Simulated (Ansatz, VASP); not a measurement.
MoS2: VASP beside Ansatz

INCAR

```
ALGO = Normal
EDIFF = 1E-7
ENCUT = 520
GGA = PE
ISIF = 2
ISMEAR = 0
IVDW = 12
LASPH = T
LCHARG = F
LREAL = F
LWAVE = F
NBANDS = 20
NELM = 100
PREC = Accurate
SIGMA = 0.05
```

Contents of KPOINTS:

```
k-points
0
Gamma
  12 12 12
```

Contents of POSCAR:

```
MoS2
1.0
    1.5371500000      0.8874739663      5.1342000000
   -1.5371500000      0.8874739663      5.1342000000
    0.0000000000     -1.7749479326      5.1342000000
Mo S
1 2
Direct
    0.0000172156      0.0000172156      0.0000172156
    0.7535368444      0.7535368444      0.7535368444
    0.5797459400      0.5797459400      0.5797459400
```

Input for Ansatz:

```yaml
crystal:
  lattice:
    - [1.53715, 0.8874739663, 5.1342]
    - [-1.53715, 0.8874739663, 5.1342]
    - [0.0, -1.7749479326, 5.1342]
  atoms:
    - { symbol: Mo, position: [1.72156e-05, 1.72156e-05, 1.72156e-05] }
    - { symbol: S, position: [0.7535368444, 0.7535368444, 0.7535368444] }
    - { symbol: S, position: [0.57974594, 0.57974594, 0.57974594] }
basis:
  ecutwfc: 420
kpoints:
  mp_grid: { grid: [12, 12, 12] }
hamiltonian:
  xc: pbe
  pseudopotentials: { kind: paw, azcp: { folder: soft_1 } }
  dispersion: d3bj
scf:
  occupations: { method: gaussian, width: 0.05 }
output:
  forces: true
  stress: true
  eigenvalues: true
```

Alike in both runs: task single point; functional PBE; dispersion D3(BJ); k mesh 12 × 12 × 12; occupations gaussian, width 0.05 eV; no spin polarisation.

|  | VASP | Ansatz |
| --- | --- | --- |
| version | VASP 6.6.1 | Ansatz 0.2.0 |
| potentials or method | VASP PAW PBE potentials, release 64 (Mo_sv, S), cutoff 520 eV | scalar-relativistic, plane waves, PAW |
| valence electrons in the cell | 26 | 26 |

```tsv
	VASP	Ansatz	Ansatz less VASP
gap on the k mesh at the Fermi level (eV)	none	none	-
rms of the force components (eV/Å)	2.821	2.839	+0.0178
```

Atom by atom the forces differ by 0.018 eV/Å (rms over components). A gap of «none» marks a metal or a gap that the smearing closes.
